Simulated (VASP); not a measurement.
# Ni (P6_3/mmc) in VASP: a series of runs

Ni is run at these levels: LDA, PBE+D4, r2SCAN; tasks: single point, relaxation of cell and atoms.

All numbers are computed with VASP 6.6.1; they aren't measurements. Logs are shortened: lines on timing, memory, paths and dates and some standing lists are left out, and cuts for length are marked.

## Step 1: The cell of the first run

Symmetry: P6_3/mmc, No. 194, hexagonal system. The conventional cell has a = 2.421 Å, b = 2.421 Å, c = 3.967 Å, α = 90.00°, β = 90.00°, γ = 120.00°. Within 3.2 Å of Ni (site symmetry -6m2) lie 12 Ni at 2.42 to 2.43 Å.

This isn't the form of Ni at room conditions, which is fcc.

## Step 2: Single point, LDA, collinear spin, ferromagnetic start

Contents of INCAR:

```
ALGO = Normal ; EDIFF = 1E-6
ENCUT = 520 ; ISIF = 2
ISMEAR = -1 ; ISPIN = 2
LASPH = T ; LCHARG = T
LELF = T ; LMAXMIX = 4
LORBIT = 11 ; LREAL = F
LVHAR = T ; LWAVE = F
MAGMOM = 1 1 ; NBANDS = 21
NELM = 150 ; PREC = Accurate
SIGMA = 0.05
```

Contents of KPOINTS:

```
k-points
0
Gamma
  12 12 7
```

Contents of POSCAR:

```
Ni
1.0
    2.4206901766      0.0000000000      0.0000000000
   -1.2103450883      2.0963791876      0.0000000000
    0.0000000000      0.0000000000      3.9667913675
Ni
2
Direct
    0.6666666667      0.3333333333      0.7500000000
    0.3333333333      0.6666666667      0.2500000000
```

Potentials or basis: VASP PAW LDA potentials, release 64 (Ni).

Run with:

```console
cat potpaw_LDA.64/Ni/POTCAR > POTCAR
mpirun -np 1 vasp_std > vasp.out
```

OUTCAR:

```text
EDIFF = 1E-6
   ENCUT = 520
   ISIF = 2
   ISMEAR = -1
   ISPIN = 2
   LASPH = T
   LORBIT = 11
   LREAL = F
   NELM = 150
   PREC = Accurate

 ion  position               nearest neighbor table
   1  0.667  0.333  0.750-   2 2.43   2 2.43   2 2.43   2 2.43   2 2.43   2 2.43
   2  0.333  0.667  0.250-   1 2.43   1 2.43   1 2.43   1 2.43   1 2.43   1 2.43

  LATTYP: Found a hexagonal cell.
 ALAT       =     2.4206901766
 C/A-ratio  =     1.6387026336

  Lattice vectors:

 A1 = (   2.4206901766,   0.0000000000,   0.0000000000)
 A2 = (  -1.2103450883,   2.0963791876,   0.0000000000)
 A3 = (   0.0000000000,   0.0000000000,   3.9667913675)

Analysis of symmetry for initial positions (statically):
=====================================================================
 Subroutine PRICEL returns:
 Original cell was already a primitive cell.

 Routine SETGRP: Setting up the symmetry group for a
 hexagonal supercell.

 Subroutine GETGRP returns: Found 24 space group operations
 (whereof 12 operations were pure point group operations)
 out of a pool of 24 trial point group operations.

The static configuration has the point symmetry D_3d.
 The point group associated with its full space group is D_6h.

Analysis of symmetry for dynamics (positions and initial velocities):
=====================================================================
 Subroutine PRICEL returns:
 Original cell was already a primitive cell.

 Routine SETGRP: Setting up the symmetry group for a
 hexagonal supercell.

 Subroutine GETGRP returns: Found 24 space group operations
 (whereof 12 operations were pure point group operations)
 out of a pool of 24 trial point group operations.

The dynamic configuration has the point symmetry D_3d.
 The point group associated with its full space group is D_6h.

Analysis of structural, dynamic, and magnetic symmetry:
=====================================================================
 Subroutine PRICEL returns:
 Original cell was already a primitive cell.

 Routine SETGRP: Setting up the symmetry group for a
 hexagonal supercell.

 Subroutine GETGRP returns: Found 24 space group operations
 (whereof 12 operations were pure point group operations)
 out of a pool of 24 trial point group operations.

The overall configuration has the point symmetry D_3d.
 The point group associated with its full space group is D_6h.

[... 115 lines left out ...]
   IALGO  =     38    algorithm
   IMIX   =      4    mixing-type and parameters
     AMIX     =   0.40;   BMIX     =  1.00
     AMIX_MAG =   1.60;   BMIX_MAG =  1.00
  volume/ion in A,a.u.               =      10.07        67.92
  Fermi-wavevector in a.u.,A,eV,Ry     =   1.633561  3.086983 36.307440  2.668522
  Thomas-Fermi vector in A             =   2.725346
   LORBIT       =     11    0 simple, 1 ext, 2 COOP (PROOUT), +10 PAW based schemes
   GGA     = CA    functional components
   LHFCALC =     F    Hartree Fock is set to
   AEXX    =    0.0000 exact exchange contribution
   IVDW    =     0    specifies the selected vdW correction
   LEPSILON=     F    determine dielectric tensor
   LRPA    =     F    only Hartree local field effects (RPA)
 spin polarized calculation
  energy-cutoff  :      520.00
  volume of cell :       20.13
 maximum number of plane-waves:       559
 NGX is ok and might be reduce to    18
   NGX =  9   NGY =  9   NGZ = 15

 number of electron      19.9999972 magnetization       1.1315107

 Free energy of the ion-electron system (eV)
  ---------------------------------------------------
  ext. energy  EPLUGINS =         0.00000000
  ---------------------------------------------------
  free energy    TOTEN  =       -13.11998995 eV

  energy without entropy =      -13.08418945  energy(sigma->0) =      -13.10208970

 E-fermi :  10.2049     XC(G=0): -14.0787

 val. band max:       10.2005235985   @ k =   0.2500   0.1667   0.0000
 cond. band min:      10.2067120709   @ k =   0.3333   0.1667   0.4286
 fundamental gap:      0.0061884724
 Fermi energy:        10.2048950673

 spin component 1

 k-point     1 :       0.0000    0.0000    0.0000
  band No.  band energies     occupation
      1       0.6463      1.00000
      2       4.9679      1.00000
      3       7.6501      1.00000
      4       7.7495      1.00000
      5       7.7495      1.00000
      6       8.0560      1.00000
[... 565 lines left out ...]
     20      35.9614      0.00000
     21      39.6680      0.00000

 [... further k-points ...]

 spin component 2

 k-point     1 :       0.0000    0.0000    0.0000
  band No.  band energies     occupation
      1       0.6913      1.00000
      2       5.3087      1.00000
      3       8.2052      1.00000
      4       8.2920      1.00000
      5       8.2920      1.00000
      6       8.6140      1.00000
[... 565 lines left out ...]
     20      36.0926      0.00000
     21      39.7708      0.00000

 [... further k-points ...]

------------------------ aborting loop because EDIFF is reached ----------------------------------------

  FORCE on cell =-STRESS in cart. coord.  units (eV):
  Direction    XX          YY          ZZ          XY          YZ          ZX
  --------------------------------------------------------------------------------------
  -------------------------------------------------------------------------------------
  Total       -0.0471563     -0.0471563     -0.0071648      0.0000000     -0.0000000      0.0000000
  in kB       -3.7532026     -3.7532026     -0.5702551      0.0000000     -0.0000000      0.0000000
  external PRESSURE =      -2.6922201 kB  Pullay stress =       0.0000000 kB

 VOLUME and BASIS-vectors are now :
 -----------------------------------------------------------------------------
  energy-cutoff  :      520.00
  volume of cell :       20.13
      direct lattice vectors                 reciprocal lattice vectors
     2.420690177  0.000000000  0.000000000     0.413105324  0.238506470  0.000000000
    -1.210345088  2.096379188  0.000000000     0.000000000  0.477012940  0.000000000
     0.000000000  0.000000000  3.966791367     0.000000000  0.000000000  0.252092915

 POSITION                                       TOTAL-FORCE (eV/Angst)
 -----------------------------------------------------------------------------------
      1.21035      0.69879      2.97509        -0.000000      0.000000      0.000000
     -0.00000      1.39759      0.99170         0.000000     -0.000000      0.000000
 -----------------------------------------------------------------------------------
    total drift:                                0.000000     -0.000000     -0.000000

  FREE ENERGIE OF THE ION-ELECTRON SYSTEM (eV)
  ---------------------------------------------------
  free  energy   TOTEN  =       -13.1199899517 eV

  energy  without entropy=      -13.0841894547  energy(sigma->0) =      -13.10208970

 total charge

# of ion       s       p       d       tot
------------------------------------------
    1        0.532   0.568   8.370   9.470
    2        0.532   0.568   8.370   9.470
--------------------------------------------------
tot          1.064   1.136  16.739  18.940

 magnetization (x)

# of ion       s       p       d       tot
------------------------------------------
    1       -0.004  -0.018   0.588   0.566
    2       -0.004  -0.018   0.588   0.566
--------------------------------------------------
tot         -0.008  -0.037   1.176   1.131
```

stdout:

```text
POSCAR found type information on POSCAR Ni
 POSCAR found :  1 types and       2 ions
 scaLAPACK will be used
 LDA part: xc-table for (Slater(with rela. corr.)+CA(PZ))
 , standard interpolation
 POSCAR, INCAR and KPOINTS ok, starting setup
 FFT: planning ... GRIDC
 FFT: planning ... GRID_SOFT
 FFT: planning ... GRID
 WAVECAR not read
 entering main loop
```

Wall time 45 s (1 thread of Intel Xeon Platinum 8259CL at 2.50GHz (Skylake/Cascade Lake), shared host); peak memory 0.16 GiB.

Results:

| Item | Value |
| --- | --- |
| Free energy | -13.1200 eV |
| Pressure | -0.3 GPa |
| Net moment | 1.13 μB per cell |
| Site moments | Ni +0.57 μB |
| Valence electrons inside the program's atomic spheres | Ni 9.47 |

Levels at points of the mesh, in eV from the Fermi level:
Spin up:
| k point | band 7 | band 8 | band 9 | band 10 | band 11 | band 12 | band 13 | band 14 | band 15 | band 16 |
| --- | --- | --- | --- | --- | --- | --- | --- | --- | --- | --- |
| (0.00, 0.00, 0.00) | -2.15 | -1.69 | -1.69 | -0.62 | -0.62 | -0.46 | 6.24 | 23.35 | 25.74 | 25.74 |
| (0.50, 0.00, 0.00) | -2.11 | -0.49 | -0.41 | -0.35 | 1.36 | 3.38 | 9.84 | 10.47 | 13.13 | 14.26 |
Spin down:
```
           k point  band 7  band 8  band 9  band 10  band 11  band 12  band 13  band 14
(0.00, 0.00, 0.00)   -1.59   -1.13   -1.13    -0.42    -0.02    -0.02     6.60    23.34
(0.50, 0.00, 0.00)   -1.58    0.13    0.20     0.28     1.77     3.72    10.01    10.62
```

(Part 1 of 2 ends here.)
